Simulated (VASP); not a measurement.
# ZnS (F-43m) in VASP: further runs

ZnS is run at these levels: r2SCAN; tasks: single point.

All numbers are computed with VASP 6.6.1; they aren't measurements. Logs are shortened: lines on timing, memory, paths and dates and some standing lists are left out, and cuts for length are marked.

**Measured values to compare with.**

From “Electronic, vibrational, and thermodynamic properties of ZnS (zincblende and rocksalt structure)”, 2009, arxiv:0911.5022, for a bulk crystal of ZnS at 19 K: band gap 3.85 eV (direct).

How close the calculation comes is told below.

## Step 1: The cell of the first run

Symmetry: F-43m, No. 216, cubic system. Conventional cell: a = 5.317 Å, b = 5.317 Å, c = 5.317 Å, α = 90.00°, β = 90.00°, γ = 90.00°. Within 3.0 Å of Zn (site symmetry -43m) lie 4 S at 2.30 Å. S (site symmetry -43m) has 4 Zn at 2.30 Å within 3.0 Å.

## Step 2: Single point, r2SCAN (18.79 Å³/atom)

POSCAR

```
ZnS
1.0
    0.0000000000      2.6583535126      2.6583535126
    2.6583535126      0.0000000000      2.6583535126
    2.6583535126      2.6583535126      0.0000000000
Zn S
1 1
Direct
    0.2500000000      0.2500000000      0.2500000000
    0.0000000000      0.0000000000      0.0000000000
```

INCAR.step1

```
PREC = Accurate ; ENCUT = 520
ISMEAR = 0 ; SIGMA = 0.05
LREAL = F ; LASPH = T
NELM = 100 ; NBANDS = 16
GGA = PE ; ALGO = Normal
EDIFF = 1E-4 ; LWAVE = T
LCHARG = F
```

INCAR.step2

```
PREC = Accurate ; ENCUT = 520
EDIFF = 1E-6 ; ISMEAR = 0
SIGMA = 0.05 ; LREAL = F
LASPH = T ; NELM = 100
ALGO = Normal ; ISIF = 2
LWAVE = F ; LCHARG = T
METAGGA = R2SCAN ; LMIXTAU = T
LELF = T ; LVHAR = T
NBANDS = 16 ; ISTART = 1
```

KPOINTS

```
Automatic mesh
0
Gamma
  6 6 6
```

Potentials or basis: VASP PAW PBE potentials, release 64 (Zn, S).

Command:

```
$ cat potpaw_PBE.64/Zn/POTCAR potpaw_PBE.64/S/POTCAR > POTCAR
$ cp INCAR.step1 INCAR
$ mpirun -np 1 vasp_std > vasp.out
$ cp INCAR.step2 INCAR
$ mpirun -np 1 vasp_std > vasp.out
```

OUTCAR:

```text
PREC = Accurate
   ENCUT = 520
   EDIFF = 1E-6
   ISMEAR = 0
   LREAL = F
   LASPH = T
   NELM = 100
   ISIF = 2
   METAGGA = R2SCAN
   ISTART = 1

 ion  position               nearest neighbor table
   1  0.250  0.250  0.250-   2 2.30   2 2.30   2 2.30   2 2.30
   2  0.000  0.000  0.000-   1 2.30   1 2.30   1 2.30   1 2.30

  LATTYP: Found a face centered cubic cell.
 ALAT       =     5.3167070252

  Lattice vectors:

 A1 = (   0.0000000000,   2.6583535126,   2.6583535126)
 A2 = (   2.6583535126,   0.0000000000,   2.6583535126)
 A3 = (   2.6583535126,   2.6583535126,   0.0000000000)

Analysis of symmetry for initial positions (statically):
=====================================================================
 Subroutine PRICEL returns:
 Original cell was already a primitive cell.

 Routine SETGRP: Setting up the symmetry group for a
 face centered cubic supercell.

 Subroutine GETGRP returns: Found 24 space group operations
 (whereof 24 operations were pure point group operations)
 out of a pool of 48 trial point group operations.

The static configuration has the point symmetry T_d .

Analysis of symmetry for dynamics (positions and initial velocities):
=====================================================================
 Subroutine PRICEL returns:
 Original cell was already a primitive cell.

 Routine SETGRP: Setting up the symmetry group for a
 face centered cubic supercell.

 Subroutine GETGRP returns: Found 24 space group operations
 (whereof 24 operations were pure point group operations)
 out of a pool of 48 trial point group operations.

The dynamic configuration has the point symmetry T_d .

 Subroutine INISYM returns: Found 24 space group operations
 (whereof 24 operations are pure point group operations),
 and found     1 'primitive' translations

----------------------------------------------------------------------------------------

                                     Primitive cell

  volume of cell :      37.5723

  direct lattice vectors                    reciprocal lattice vectors
     0.000000000  2.658353513  2.658353513    -0.188086347  0.188086347  0.188086347
     2.658353513  0.000000000  2.658353513     0.188086347 -0.188086347  0.188086347
     2.658353513  2.658353513  0.000000000     0.188086347  0.188086347 -0.188086347

  length of vectors
     3.759479591  3.759479591  3.759479591     0.325775108  0.325775108  0.325775108

  position of ions in fractional coordinates (direct lattice)
     0.250000000  0.250000000  0.250000000
     0.000000000  0.000000000  0.000000000

  ion indices of the primitive-cell ions
   primitive index   ion index
                 1           1
                 2           2

----------------------------------------------------------------------------------------

 KPOINTS: Automatic mesh

Automatic generation of k-mesh.
 Grid dimensions read from file:
 generate k-points for:    6    6    6

 Generating k-lattice:

  Cartesian coordinates                     Fractional coordinates (reciprocal lattice)
    -0.031347724  0.031347724  0.031347724     0.166666667  0.000000000  0.000000000
     0.031347724 -0.031347724  0.031347724     0.000000000  0.166666667  0.000000000
     0.031347724  0.031347724 -0.031347724     0.000000000  0.000000000  0.166666667

  Length of vectors
     0.054295851  0.054295851  0.054295851

  Shift w.r.t. Gamma in fractional coordinates (k-lattice)
     0.000000000  0.000000000  0.000000000

 Subroutine IBZKPT returns following result:
 ===========================================

 Found     16 irreducible k-points:

 Following reciprocal coordinates:
            Coordinates               Weight
  0.000000  0.000000  0.000000      1.000000
  0.166667  0.000000  0.000000      8.000000
  0.333333  0.000000  0.000000      8.000000
  0.500000  0.000000  0.000000      4.000000
  0.166667  0.166667  0.000000      6.000000
  0.333333  0.166667  0.000000     24.000000
[... 8 lines left out ...]
 -0.333333  0.333333  0.166667     24.000000
 -0.333333  0.500000  0.166667     12.000000
   k-points           NKPTS =     16   k-points in BZ     NKDIM =     16   number of bands    NBANDS=     16
   number of dos      NEDOS =    301   number of ions     NIONS =      2
   total plane-waves  NPLWV =  21952
   dimension x,y,z NGX =    28 NGY =   28 NGZ =   28
   dimension x,y,z NGXF=    56 NGYF=   56 NGZF=   56
   ions per type =               1   1
   NGX,Y,Z   is equivalent  to a cutoff of  12.38, 12.38, 12.38 a.u.
   NGXF,Y,Z  is equivalent  to a cutoff of  24.76, 24.76, 24.76 a.u.
 SYSTEM =  unknown system
   PREC   = accura    normal or accurate (medium, high low for compatibility)
   ISTART =      1    job   : 0-new  1-cont  2-samecut
   ICHARG =      0    charge: 1-file 2-atom 10-const
   ISPIN  =      1    spin polarized calculation?
   LNONCOLLINEAR =      F non collinear calculations
   LSORBIT =      F    spin-orbit coupling
   LASPH  =      T    aspherical Exc in radial PAW
   ENCUT  =  520.0 eV  38.22 Ry    6.18 a.u.   6.99  6.99  6.99*2*pi/ulx,y,z
   NELM   =    100;   NELMIN=  2; NELMDL=  0     # of ELM steps
   EDIFF  = 0.1E-05   stopping-criterion for ELM
   LREAL  =      F    real-space projection
   EDIFFG = 0.1E-04   stopping-criterion for IOM
   NSW    =      0    number of steps for IOM
   IBRION =     -1    ionic relax: 0-MD 1-quasi-New 2-CG
   NFREE  =      0    steps in history (QN), initial steepest desc. (CG)
   ISIF   =      2    stress and relaxation
   ISYM   =      2    0-nonsym 1-usesym 2-fastsym
   POTIM  = 0.5000    time-step for ionic-motion
   TEBEG  =    0.0;   TEEND  =   0.0 temperature during run
   PSTRESS=    0.0 pullay stress
   NELECT =      18.0000    total number of electrons
   NUPDOWN=      -1.0000    fix difference up-down
   EMIN   =  10.00;   EMAX   =-10.00  energy-range for DOS
   EFERMI =   0.00;   METHOD = LEGACY
   ISMEAR =     0;   SIGMA  =   0.05  broadening in eV -4-tet -1-fermi 0-gaus
   EFERMI_NEDOS =   21; number of points for ismear=-14 and -15
   IALGO  =     38    algorithm
   IMIX   =      4    mixing-type and parameters
     AMIX     =   0.40;   BMIX     =  1.00
     AMIX_MAG =   1.60;   BMIX_MAG =  1.00
  volume/ion in A,a.u.               =      18.79       126.78
  Fermi-wavevector in a.u.,A,eV,Ry     =   1.280982  2.420704 22.325993  1.640914
  Thomas-Fermi vector in A             =   2.413378
   LORBIT       =      0    0 simple, 1 ext, 2 COOP (PROOUT), +10 PAW based schemes
   METAGGA = R2SCAN    functional components
   LHFCALC =     F    Hartree Fock is set to
   AEXX    =    0.0000 exact exchange contribution
   IVDW    =     0    specifies the selected vdW correction
   LEPSILON=     F    determine dielectric tensor
   LRPA    =     F    only Hartree local field effects (RPA)
 non-spin polarized calculation
 Gauss-broadening in eV      SIGMA  =   0.05
  energy-cutoff  :      520.00
  volume of cell :       37.57
 maximum number of plane-waves:      1020
   NGX = 13   NGY = 13   NGZ = 13

 number of electron      18.0000019 magnetization

 Free energy of the ion-electron system (eV)
  ---------------------------------------------------
  ext. energy  EPLUGINS =         0.00000000
  ---------------------------------------------------
  free energy    TOTEN  =       -18.84763074 eV

  energy without entropy =      -18.84763074  energy(sigma->0) =      -18.84763074

 E-fermi :   2.5537     XC(G=0): -10.5334

 val. band max:        2.3062087680   @ k =   0.0000   0.0000   0.0000
 cond. band min:       5.2116415028   @ k =   0.0000   0.0000   0.0000
 fundamental gap:      2.9054327349
 Fermi energy:         2.5537113996

 k-point     1 :       0.0000    0.0000    0.0000
  band No.  band energies     occupation
      1     -11.7346      2.00000
      2      -4.4049      2.00000
      3      -4.4049      2.00000
      4      -4.4049      2.00000
      5      -3.7944      2.00000
      6      -3.7944      2.00000
[... 8 lines left out ...]
     15      14.6615      0.00000
     16      15.1491      0.00000

 k-point     2 :       0.1667    0.0000    0.0000
  band No.  band energies     occupation
      1     -11.5092      2.00000
      2      -4.4007      2.00000
      3      -4.3636      2.00000
      4      -4.3636      2.00000
      5      -3.7966      2.00000
      6      -3.7966      2.00000
[... 8 lines left out ...]
     15      13.8273      0.00000
     16      15.8519      0.00000

 k-point     3 :       0.3333    0.0000    0.0000
  band No.  band energies     occupation
      1     -10.9949      2.00000
      2      -4.2934      2.00000
      3      -4.2933      2.00000
      4      -4.2414      2.00000
      5      -3.7815      2.00000
      6      -3.7814      2.00000
[... 8 lines left out ...]
     15      14.5420      0.00000
     16      14.9368      0.00000

 k-point     4 :       0.5000    0.0000    0.0000
  band No.  band energies     occupation
      1     -10.6948      2.00000
      2      -4.2672      2.00000
      3      -4.2672      2.00000
      4      -3.7608      2.00000
      5      -3.7607      2.00000
      6      -3.5905      2.00000
[... 8 lines left out ...]
     15      16.4923      0.00000
     16      16.4923      0.00000
[... 172 lines left out ...]
 k-point    14 :       0.5000    0.3333    0.1667
  band No.  band energies     occupation
      1     -10.6365      2.00000
      2      -4.3087      2.00000
      3      -4.1923      2.00000
      4      -4.0637      2.00000
      5      -3.7705      2.00000
      6      -3.7203      2.00000
[... 8 lines left out ...]
     15      17.2702      0.00000
     16      17.9613      0.00000

 k-point    15 :      -0.3333    0.3333    0.1667
  band No.  band energies     occupation
      1     -10.4316      2.00000
      2      -4.2540      2.00000
      3      -4.1426      2.00000
      4      -3.8662      2.00000
      5      -3.8128      2.00000
      6      -3.4551      2.00000
[... 8 lines left out ...]
     15      17.0732      0.00000
     16      17.7445      0.00000

 k-point    16 :      -0.3333    0.5000    0.1667
  band No.  band energies     occupation
      1     -10.3378      2.00000
      2      -4.3084      2.00000
      3      -4.0518      2.00000
      4      -3.9517      2.00000
      5      -3.7705      2.00000
      6      -3.4008      2.00000
[... 8 lines left out ...]
     15      17.0755      0.00000
     16      18.2442      0.00000

------------------------ aborting loop because EDIFF is reached ----------------------------------------

  FORCE on cell =-STRESS in cart. coord.  units (eV):
  Direction    XX          YY          ZZ          XY          YZ          ZX
  --------------------------------------------------------------------------------------
  -------------------------------------------------------------------------------------
  Total        0.8226398      0.8226398      0.8226398     -0.0000000     -0.0000000      0.0000000
  in kB       35.0793972     35.0793972     35.0793972     -0.0000000     -0.0000000      0.0000000
  external PRESSURE =      35.0793972 kB  Pullay stress =       0.0000000 kB

 VOLUME and BASIS-vectors are now :
 -----------------------------------------------------------------------------
  energy-cutoff  :      520.00
  volume of cell :       37.57
      direct lattice vectors                 reciprocal lattice vectors
     0.000000000  2.658353513  2.658353513    -0.188086347  0.188086347  0.188086347
     2.658353513  0.000000000  2.658353513     0.188086347 -0.188086347  0.188086347
     2.658353513  2.658353513  0.000000000     0.188086347  0.188086347 -0.188086347

 POSITION                                       TOTAL-FORCE (eV/Angst)
 -----------------------------------------------------------------------------------
      1.32918      1.32918      1.32918         0.000000     -0.000000     -0.000000
      0.00000      0.00000      0.00000        -0.000000      0.000000      0.000000
 -----------------------------------------------------------------------------------
    total drift:                               -0.000014     -0.000014     -0.000013

  FREE ENERGIE OF THE ION-ELECTRON SYSTEM (eV)
  ---------------------------------------------------
  free  energy   TOTEN  =       -18.8476307394 eV

  energy  without entropy=      -18.8476307394  energy(sigma->0) =      -18.84763074
```

Wall time 42 s (1 thread of Intel Xeon Platinum 8259CL at 2.50GHz (Skylake/Cascade Lake), shared host); peak memory 0.16 GiB.

Results:

| Quantity | Value |
| --- | --- |
| Free energy | -18.8476 eV |
| Pressure | 3.5 GPa |
| Band gap on the k mesh | 2.91 eV |

Caveat: the cell stands under pressure; the PAW data sets were made with another functional, which shifts forces and pressure a little.

## Step 3: Single point, r2SCAN (19.57 Å³/atom)

This run uses another cell than the first one, of 19.57 Å³/atom.

POSCAR

```
ZnS
1.0
    0.0000000000      2.6947738399      2.6947738399
    2.6947738399      0.0000000000      2.6947738399
    2.6947738399      2.6947738399      0.0000000000
Zn S
1 1
Direct
    0.2500000000      0.2500000000      0.2500000000
    0.0000000000      0.0000000000      0.0000000000
```

INCAR.step1

```
ALGO = Normal
EDIFF = 1E-4
ENCUT = 520
GGA = PE
ISMEAR = 0
LASPH = T
LCHARG = F
LREAL = F
LWAVE = T
NBANDS = 16
NELM = 80
PREC = Accurate
SIGMA = 0.05
```

INCAR.step2

```
ALGO = Normal
EDIFF = 1E-6
ENCUT = 520
ISIF = 2
ISMEAR = 0
ISTART = 1
LASPH = T
LCHARG = T
LELF = T
LMIXTAU = T
LREAL = F
LVHAR = T
LWAVE = F
METAGGA = R2SCAN
NBANDS = 16
NELM = 80
PREC = Accurate
SIGMA = 0.05
```

KPOINTS

```
k-points
0
Gamma
  6 6 6
```

Potentials or basis: VASP PAW PBE potentials, release 64 (Zn, S).

Command:

```
$ cat potpaw_PBE.64/Zn/POTCAR potpaw_PBE.64/S/POTCAR > POTCAR
$ cp INCAR.step1 INCAR
$ mpirun -np 1 vasp_std > vasp.out
$ cp INCAR.step2 INCAR
$ mpirun -np 1 vasp_std > vasp.out
```

Run time: 39 s. Hardware: 1 thread of Intel Xeon Platinum 8259CL at 2.50GHz (Skylake/Cascade Lake), shared host; peak memory 0.16 GiB.

The run converged. Its results:

- Free energy: -18.8639 eV
- Pressure: 0.0 GPa
- Band gap on the k mesh: 2.71 eV

Levels at points of the mesh, in eV from the valence-band top:
```tsv
k point	band 6	band 7	band 8	band 9	band 10	band 11	band 12	band 13
(0.00, 0.00, 0.00)	-5.98	0.00	0.00	0.00	2.71	6.89	6.90	6.90
(0.50, 0.00, 0.00)	-5.78	-5.45	-0.90	-0.90	3.83	7.39	7.39	9.45
(0.50, 0.50, 0.00)	-5.76	-4.65	-2.31	-2.31	3.71	4.48	11.82	12.88
```

Caveat: the PAW data sets were made with another functional, which shifts forces and pressure a little.

## Step 4: Single point, r2SCAN (20.35 Å³/atom)

This run uses another cell than the first one, of 20.35 Å³/atom.

POSCAR

```
ZnS
1.0
    0.0000000000      2.7302354571      2.7302354571
    2.7302354571      0.0000000000      2.7302354571
    2.7302354571      2.7302354571      0.0000000000
Zn S
1 1
Direct
    0.2500000000      0.2500000000      0.2500000000
    0.0000000000      0.0000000000      0.0000000000
```

INCAR.step1

```
  PREC = Accurate
  ENCUT = 520
  ISMEAR = 0
  SIGMA = 0.05
  LREAL = F
  LASPH = T
  NELM = 80
  NBANDS = 16
  GGA = PE
  ALGO = Normal
  EDIFF = 1E-4
  LWAVE = T
  LCHARG = F
```

INCAR.step2

```
  PREC = Accurate
  ENCUT = 520
  EDIFF = 1E-6
  ISMEAR = 0
  SIGMA = 0.05
  LREAL = F
  LASPH = T
  NELM = 80
  ALGO = Normal
  ISIF = 2
  LWAVE = F
  LCHARG = F
  METAGGA = R2SCAN
  LMIXTAU = T
  NBANDS = 16
  ISTART = 1
```

KPOINTS

```
Automatic mesh
0
Gamma
  6 6 6
```

Command:

```
$ cat potpaw_PBE.64/Zn/POTCAR potpaw_PBE.64/S/POTCAR > POTCAR
$ cp INCAR.step1 INCAR
$ mpirun -np 1 vasp_std > vasp.out
$ cp INCAR.step2 INCAR
$ mpirun -np 1 vasp_std > vasp.out
```

Wall time 49 s (1 thread of Intel Xeon Platinum 8259CL at 2.50GHz (Skylake/Cascade Lake), shared host); peak memory 0.17 GiB.

It converged, with:

| Quantity | Value |
| --- | --- |
| Free energy | -18.8499 eV |
| Pressure | -2.8 GPa |
| Band gap on the k mesh | 2.53 eV |

Levels at points of the mesh, in eV from the valence-band top:
| k point | band 7 | band 8 | band 9 | band 10 | band 11 | band 12 |
| --- | --- | --- | --- | --- | --- | --- |
| (0.00, 0.00, 0.00) | 0.00 | 0.00 | 0.00 | 2.53 | 6.92 | 6.92 |
| (0.50, 0.00, 0.00) | -5.18 | -0.84 | -0.84 | 3.75 | 7.41 | 7.41 |
| (0.50, 0.50, 0.00) | -4.49 | -2.17 | -2.17 | 3.79 | 4.48 | 11.52 |

Caveat: the PAW data sets were made with another functional, which shifts forces and pressure a little.

## Step 5: Summary

```csv
cell,gap on the mesh (eV),pressure (GPa)
"a = 3.759 Å, angles 60.0°, 2 atoms",2.91,3.5
"a = 3.811 Å, angles 60.0°, 2 atoms",2.71,0.0
"a = 3.861 Å, angles 60.0°, 2 atoms",2.53,-2.8
```

Alike in all rows: task single point; level r2SCAN; potentials or basis VASP PAW PBE potentials, release 64 (Zn, S); no spin polarisation; k mesh 6 × 6 × 6; cutoff (eV) 520; smearing gaussian 0.05 eV.

Caveats: the PAW data sets were made with another functional, which shifts forces and pressure a little; the cell stands under pressure (at least some runs).

Total energies depend on the potentials used, so only differences within one code and one set of settings carry meaning.

## Step 6: Comparison with measurements

Step 3. A measured gap of ZnS is 3.85 eV (direct; 19 K; quoted in “Electronic, vibrational, and thermodynamic properties of ZnS (zincblende and rocksalt structure)”, 2009, arxiv:0911.5022); the calculated 2.71 eV misses it by -1.14 eV. The value is that of r2SCAN, without temperature or zero-point motion.
